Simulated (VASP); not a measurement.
# Te (P3_121) in VASP: further runs

The runs below take Te through single point, with r2SCAN.

Everything below comes from runs of VASP 6.6.1. Logs are shortened: lines on timing, memory, paths and dates and some standing lists are left out, and cuts for length are marked.

### 1 The cell of the first run

The structure is trigonal, space group P3_121 (No. 152). The conventional cell has a = 4.483 Å, b = 4.483 Å, c = 5.963 Å, α = 90.00°, β = 90.00°, γ = 120.00°. Te (site symmetry 2) has 6 Te at 2.88 to 3.49 Å within 3.8 Å.

### 2 Single point, r2SCAN

POSCAR

```
Te
1.0
    4.4834975484      0.0000000000      0.0000000000
   -2.2417487742      3.8828227747      0.0000000000
    0.0000000000      0.0000000000      5.9632329314
Te
3
Direct
    0.7310000000      0.7310000000      0.0000000000
    0.0000000000      0.2690000000      0.6666666667
    0.2690000000      0.0000000000      0.3333333333
```

INCAR.step1

```
SYSTEM = Te
PREC = Accurate
ENCUT = 520
ISMEAR = -1
SIGMA = 0.05
LREAL = .False.
LASPH = .True.
NELM = 100
NBANDS = 16
GGA = PE
ALGO = Normal
EDIFF = 1E-4
LWAVE = .True.
LCHARG = .False.
```

INCAR.step2

```
SYSTEM = Te
PREC = Accurate
ENCUT = 520
EDIFF = 1E-6
ISMEAR = -1
SIGMA = 0.05
LREAL = .False.
LASPH = .True.
NELM = 100
ALGO = Normal
ISIF = 2
LWAVE = .False.
LCHARG = .True.
METAGGA = R2SCAN
LMIXTAU = .True.
LELF = .True.
LVHAR = .True.
NBANDS = 16
ISTART = 1
```

KPOINTS

```
regular mesh
0
Gamma
  7 7 5
  0 0 0
```

Potentials or basis: VASP PAW PBE potentials, release 64 (Te).

Run with:

```
$ cat potpaw_PBE.64/Te/POTCAR > POTCAR
$ cp INCAR.step1 INCAR
$ mpirun -np 1 vasp_std > vasp.out
$ cp INCAR.step2 INCAR
$ mpirun -np 1 vasp_std > vasp.out
```

OUTCAR:

```text
SYSTEM = Te
   PREC = Accurate
   ENCUT = 520
   EDIFF = 1E-6
   ISMEAR = -1
   LREAL = .False.
   LASPH = .True.
   NELM = 100
   ISIF = 2
   METAGGA = R2SCAN
   ISTART = 1

 ion  position               nearest neighbor table
   1  0.731  0.731  0.000-   2 2.88   3 2.88   3 3.49   2 3.49   2 3.49   3 3.49
   2  0.000  0.269  0.667-   1 2.88   3 2.88   1 3.49   1 3.49   3 3.49   3 3.49
   3  0.269  0.000  0.333-   1 2.88   2 2.88   1 3.49   1 3.49   2 3.49   2 3.49

  LATTYP: Found a hexagonal cell.
 ALAT       =     4.4834975484
 C/A-ratio  =     1.3300404131

  Lattice vectors:

 A1 = (   4.4834975484,   0.0000000000,   0.0000000000)
 A2 = (  -2.2417487742,   3.8828227747,   0.0000000000)
 A3 = (   0.0000000000,   0.0000000000,   5.9632329314)

Analysis of symmetry for initial positions (statically):
=====================================================================
 Subroutine PRICEL returns:
 Original cell was already a primitive cell.

 Routine SETGRP: Setting up the symmetry group for a
 hexagonal supercell.

 Subroutine GETGRP returns: Found  6 space group operations
 (whereof  2 operations were pure point group operations)
 out of a pool of 24 trial point group operations.

The static configuration has the point symmetry C_2 .
 The point group associated with its full space group is D_3 .

Analysis of symmetry for dynamics (positions and initial velocities):
=====================================================================
 Subroutine PRICEL returns:
 Original cell was already a primitive cell.

 Routine SETGRP: Setting up the symmetry group for a
 hexagonal supercell.

 Subroutine GETGRP returns: Found  6 space group operations
 (whereof  2 operations were pure point group operations)
 out of a pool of 24 trial point group operations.

The dynamic configuration has the point symmetry C_2 .
 The point group associated with its full space group is D_3 .

 Subroutine INISYM returns: Found  6 space group operations
 (whereof  2 operations are pure point group operations),
 and found     1 'primitive' translations

----------------------------------------------------------------------------------------

                                     Primitive cell

  volume of cell :     103.8117

  direct lattice vectors                    reciprocal lattice vectors
     4.483497548  0.000000000  0.000000000     0.223040158  0.128772295  0.000000000
    -2.241748774  3.882822775  0.000000000     0.000000000  0.257544590  0.000000000
     0.000000000  0.000000000  5.963232931     0.000000000  0.000000000  0.167694271

  length of vectors
     4.483497548  4.483497548  5.963232931     0.257544590  0.257544590  0.167694271

  position of ions in fractional coordinates (direct lattice)
     0.731000000  0.731000000  0.000000000
     0.000000000  0.269000000  0.666666667
     0.269000000  0.000000000  0.333333333

  ion indices of the primitive-cell ions
   primitive index   ion index
                 1           1
                 2           2
                 3           3

----------------------------------------------------------------------------------------

 KPOINTS: regular mesh

Automatic generation of k-mesh.
 Grid dimensions read from file:
 generate k-points for:    7    7    5

 Generating k-lattice:

  Cartesian coordinates                     Fractional coordinates (reciprocal lattice)
     0.031862880  0.018396042  0.000000000     0.142857143  0.000000000  0.000000000
     0.000000000  0.036792084  0.000000000     0.000000000  0.142857143  0.000000000
     0.000000000  0.000000000  0.033538854     0.000000000  0.000000000  0.200000000

  Length of vectors
     0.036792084  0.036792084  0.033538854

  Shift w.r.t. Gamma in fractional coordinates (k-lattice)
     0.000000000  0.000000000  0.000000000

 Subroutine IBZKPT returns following result:
 ===========================================

 Found     32 irreducible k-points:

 Following reciprocal coordinates:
            Coordinates               Weight
  0.000000  0.000000  0.000000      1.000000
  0.142857  0.000000  0.000000      6.000000
  0.285714  0.000000  0.000000      6.000000
  0.428571 -0.000000  0.000000      6.000000
  0.142857  0.142857  0.000000      6.000000
  0.285714  0.142857  0.000000     12.000000
[... 16 lines left out ...]
  0.000000  0.142857  0.400000      6.000000
  0.285714  0.000000  0.400000      6.000000
 [... further k-points ...]
   k-points           NKPTS =     32   k-points in BZ     NKDIM =     32   number of bands    NBANDS=     16
   number of dos      NEDOS =    301   number of ions     NIONS =      3
   total plane-waves  NPLWV =  62208
   dimension x,y,z NGX =    36 NGY =   36 NGZ =   48
   dimension x,y,z NGXF=    72 NGYF=   72 NGZF=   96
   ions per type =               3
   NGX,Y,Z   is equivalent  to a cutoff of  13.35, 13.35, 13.38 a.u.
   NGXF,Y,Z  is equivalent  to a cutoff of  26.70, 26.70, 26.76 a.u.
 SYSTEM =  Te
   PREC   = accura    normal or accurate (medium, high low for compatibility)
   ISTART =      1    job   : 0-new  1-cont  2-samecut
   ICHARG =      0    charge: 1-file 2-atom 10-const
   ISPIN  =      1    spin polarized calculation?
   LNONCOLLINEAR =      F non collinear calculations
   LSORBIT =      F    spin-orbit coupling
   LASPH  =      T    aspherical Exc in radial PAW
   ENCUT  =  520.0 eV  38.22 Ry    6.18 a.u.   8.34  8.34 11.09*2*pi/ulx,y,z
   NELM   =    100;   NELMIN=  2; NELMDL=  0     # of ELM steps
   EDIFF  = 0.1E-05   stopping-criterion for ELM
   LREAL  =      F    real-space projection
   EDIFFG = 0.1E-04   stopping-criterion for IOM
   NSW    =      0    number of steps for IOM
   IBRION =     -1    ionic relax: 0-MD 1-quasi-New 2-CG
   NFREE  =      0    steps in history (QN), initial steepest desc. (CG)
   ISIF   =      2    stress and relaxation
   ISYM   =      2    0-nonsym 1-usesym 2-fastsym
   POTIM  = 0.5000    time-step for ionic-motion
   TEBEG  =    0.0;   TEEND  =   0.0 temperature during run
   PSTRESS=    0.0 pullay stress
   NELECT =      18.0000    total number of electrons
   NUPDOWN=      -1.0000    fix difference up-down
   EMIN   =  10.00;   EMAX   =-10.00  energy-range for DOS
[... 5 lines left out ...]
     AMIX     =   0.40;   BMIX     =  1.00
     AMIX_MAG =   1.60;   BMIX_MAG =  1.00
  volume/ion in A,a.u.               =      34.60       233.52
  Fermi-wavevector in a.u.,A,eV,Ry     =   0.912887  1.725106 11.338581  0.833362
  Thomas-Fermi vector in A             =   2.037335
   LORBIT       =      0    0 simple, 1 ext, 2 COOP (PROOUT), +10 PAW based schemes
   METAGGA = R2SCAN    functional components
   LHFCALC =     F    Hartree Fock is set to
   AEXX    =    0.0000 exact exchange contribution
   IVDW    =     0    specifies the selected vdW correction
   LEPSILON=     F    determine dielectric tensor
   LRPA    =     F    only Hartree local field effects (RPA)
 non-spin polarized calculation
  energy-cutoff  :      520.00
  volume of cell :      103.81
 maximum number of plane-waves:      2830
 NGX is ok and might be reduce to    36
   NGX = 17   NGY = 17   NGZ = 23

 number of electron      17.9999999 magnetization

 Free energy of the ion-electron system (eV)
  ---------------------------------------------------
  ext. energy  EPLUGINS =         0.00000000
  ---------------------------------------------------
  free energy    TOTEN  =       -76.22877466 eV

  energy without entropy =      -76.22874592  energy(sigma->0) =      -76.22876029

 E-fermi :   5.7988     XC(G=0):  -9.4124

 val. band max:        5.3876801602   @ k =   0.2857   0.2857   0.4000
 cond. band min:       6.1530029226   @ k =   0.0000   0.0000   0.4000
 fundamental gap:      0.7653227624
 Fermi energy:         5.7988474741

 k-point     1 :       0.0000    0.0000    0.0000
  band No.  band energies     occupation
      1      -8.4687      2.00000
      2      -5.0469      2.00000
      3      -5.0469      2.00000
      4       2.4034      2.00000
      5       2.7364      2.00000
      6       2.7364      2.00000
[... 8 lines left out ...]
     15      12.1529      0.00000
     16      12.2940      0.00000

 k-point     2 :       0.1429    0.0000    0.0000
  band No.  band energies     occupation
      1      -8.3279      2.00000
      2      -5.0954      2.00000
      3      -5.0091      2.00000
      4       1.5357      2.00000
      5       2.1390      2.00000
      6       2.4314      2.00000
[... 8 lines left out ...]
     15      12.1358      0.00000
     16      12.4384      0.00000

 k-point     3 :       0.2857    0.0000    0.0000
  band No.  band energies     occupation
      1      -7.9408      2.00000
      2      -5.3297      2.00000
      3      -4.9138      2.00000
      4       0.7274      2.00000
      5       1.4374      2.00000
      6       1.9726      2.00000
[... 8 lines left out ...]
     15      12.7089      0.00000
     16      13.4861      0.00000

 k-point     4 :       0.4286   -0.0000    0.0000
  band No.  band energies     occupation
      1      -7.4846      2.00000
      2      -5.7284      2.00000
      3      -4.8275      2.00000
      4       0.5924      2.00000
      5       1.0741      2.00000
      6       1.7804      2.00000
[... 8 lines left out ...]
     15      14.1482      0.00000
     16      14.7496      0.00000

 k-point     5 :       0.1429    0.1429    0.0000
  band No.  band energies     occupation
      1      -8.0624      2.00000
      2      -5.1983      2.00000
      3      -4.9881      2.00000
      4       0.9831      2.00000
      5       1.2689      2.00000
      6       2.5295      2.00000
[... 8 lines left out ...]
     15      12.6142      0.00000
     16      13.2354      0.00000

 k-point     6 :       0.2857    0.1429    0.0000
  band No.  band energies     occupation
      1      -7.6197      2.00000
      2      -5.4862      2.00000
      3      -4.9803      2.00000
      4       0.6764      2.00000
      5       0.9625      2.00000
      6       2.1197      2.00000
[... 8 lines left out ...]
     15      13.5550      0.00000
     16      14.4137      0.00000

 k-point     7 :       0.4286    0.1429    0.0000
  band No.  band energies     occupation
      1      -7.3330      2.00000
      2      -5.7366      2.00000
      3      -4.9719      2.00000
      4       0.7124      2.00000
      5       1.0101      2.00000
      6       2.0117      2.00000
[... 8 lines left out ...]
     15      13.4925      0.00000
     16      14.8197      0.00000

 k-point     8 :       0.2857    0.2857    0.0000
  band No.  band energies     occupation
      1      -7.2804      2.00000
      2      -5.5343      2.00000
      3      -5.2494      2.00000
      4       0.9006      2.00000
      5       0.9202      2.00000
      6       2.2250      2.00000
[... 8 lines left out ...]
     15      12.9260      0.00000
     16      14.1753      0.00000

 k-point     9 :       0.0000    0.0000    0.2000
  band No.  band energies     occupation
      1      -8.3193      2.00000
      2      -6.1892      2.00000
      3      -3.8680      2.00000
      4       2.1704      2.00000
      5       2.4848      2.00000
      6       2.9524      2.00000
[... 8 lines left out ...]
     15      11.7297      0.00000
     16      12.1173      0.00000
[... 172 lines left out ...]
 k-point    19 :       0.4286    0.1429    0.2000
  band No.  band energies     occupation
      1      -7.2253      2.00000
      2      -5.9598      2.00000
      3      -4.8736      2.00000
      4       0.4261      2.00000
      5       0.7962      2.00000
      6       1.9392      2.00000
[... 8 lines left out ...]
     15      13.4022      0.00000
     16      13.9174      0.00000

 k-point    20 :       0.2857    0.2857    0.2000
  band No.  band energies     occupation
      1      -7.1713      2.00000
      2      -5.8929      2.00000
      3      -4.9890      2.00000
      4       0.3971      2.00000
      5       0.9159      2.00000
      6       1.7091      2.00000
[... 8 lines left out ...]
     15      12.9734      0.00000
     16      14.2600      0.00000

 k-point    21 :       0.0000    0.0000    0.4000
  band No.  band energies     occupation
      1      -7.8756      2.00000
      2      -7.1543      2.00000
      3      -2.9863      2.00000
      4       1.5815      2.00000
      5       2.6843      2.00000
      6       2.8831      2.00000
[... 8 lines left out ...]
     15      11.4212      0.00000
     16      13.1691      0.00000

 k-point    22 :       0.1429    0.0000    0.4000
  band No.  band energies     occupation
      1      -7.7511      2.00000
      2      -7.0426      2.00000
      3      -3.2786      2.00000
      4       1.4801      2.00000
      5       2.4874      2.00000
      6       2.7612      2.00000
[... 8 lines left out ...]
     15      11.6763      0.00000
     16      12.3815      0.00000

 k-point    23 :       0.0000    0.1429    0.4000
  band No.  band energies     occupation
      1      -7.7456      2.00000
      2      -7.0530      2.00000
      3      -3.2520      2.00000
      4       1.4008      2.00000
      5       2.1826      2.00000
      6       2.6807      2.00000
[... 8 lines left out ...]
     15      11.8974      0.00000
     16      12.6551      0.00000

 k-point    24 :       0.2857    0.0000    0.4000
  band No.  band energies     occupation
      1      -7.4316      2.00000
      2      -6.7326      2.00000
      3      -3.9991      2.00000
      4       0.9250      2.00000
      5       2.0001      2.00000
      6       2.2105      2.00000
[... 8 lines left out ...]
     15      12.0195      0.00000
     16      12.6907      0.00000

 [... further k-points ...]
[... 5 lines left out ...]
  --------------------------------------------------------------------------------------
  -------------------------------------------------------------------------------------
  Total        0.0242454      0.0242454     -0.2044974      0.0000000      0.0000000      0.0000000
  in kB        0.3741906      0.3741906     -3.1561104      0.0000000      0.0000000      0.0000000
  external PRESSURE =      -0.8025764 kB  Pullay stress =       0.0000000 kB

 VOLUME and BASIS-vectors are now :
 -----------------------------------------------------------------------------
  energy-cutoff  :      520.00
  volume of cell :      103.81
      direct lattice vectors                 reciprocal lattice vectors
     4.483497548  0.000000000  0.000000000     0.223040158  0.128772295  0.000000000
    -2.241748774  3.882822775  0.000000000     0.000000000  0.257544590  0.000000000
     0.000000000  0.000000000  5.963232931     0.000000000  0.000000000  0.167694271

 POSITION                                       TOTAL-FORCE (eV/Angst)
 -----------------------------------------------------------------------------------
      1.63872      2.83834      0.00000         0.083018      0.143791      0.000000
     -0.60303      1.04448      3.97549         0.083018     -0.143791      0.000000
      1.20606      0.00000      1.98774        -0.166035     -0.000000     -0.000000
 -----------------------------------------------------------------------------------
    total drift:                                0.000000      0.000000      0.000000

  FREE ENERGIE OF THE ION-ELECTRON SYSTEM (eV)
  ---------------------------------------------------
  free  energy   TOTEN  =       -76.2287746555 eV

  energy  without entropy=      -76.2287459151  energy(sigma->0) =      -76.22876029
```

Run time: 3 min. Hardware: 1 thread of Intel Xeon Platinum 8488C (Sapphire Rapids), shared host; peak memory 0.26 GiB.

What came out:

```yaml
Free_energy: -76.2288 eV
Pressure: -0.1 GPa
Largest_force: 0.166 eV/Å
Band_gap_on_the_k_mesh: 0.77 eV, indirect (least direct gap 0.92 eV)
```

Forces on the atoms (eV/Å):
```
Te   0.083  0.144  0.000
Te   0.083 -0.144  0.000
Te  -0.166  0.000  0.000
```

Stress tensor (GPa, compression positive):
```
 0.04  0.00  0.00
 0.00  0.04  0.00
 0.00  0.00 -0.32
```

Levels at points of the mesh, in eV from the valence-band top:
```csv
k point,band 6,band 7,band 8,band 9,band 10,band 11,band 12,band 13
"(0.00, 0.00, 0.00)",-2.65,-1.53,-1.53,-0.73,1.26,1.26,1.90,5.56
```

Caveat: the PAW data sets were made with another functional, which shifts forces and pressure a little; spin-orbit coupling is left out, which moves the levels of the heavy elements. r2SCAN opens gaps a little over a GGA but as a rule still falls short of measured ones.

(Continued in part 2 of 2.)
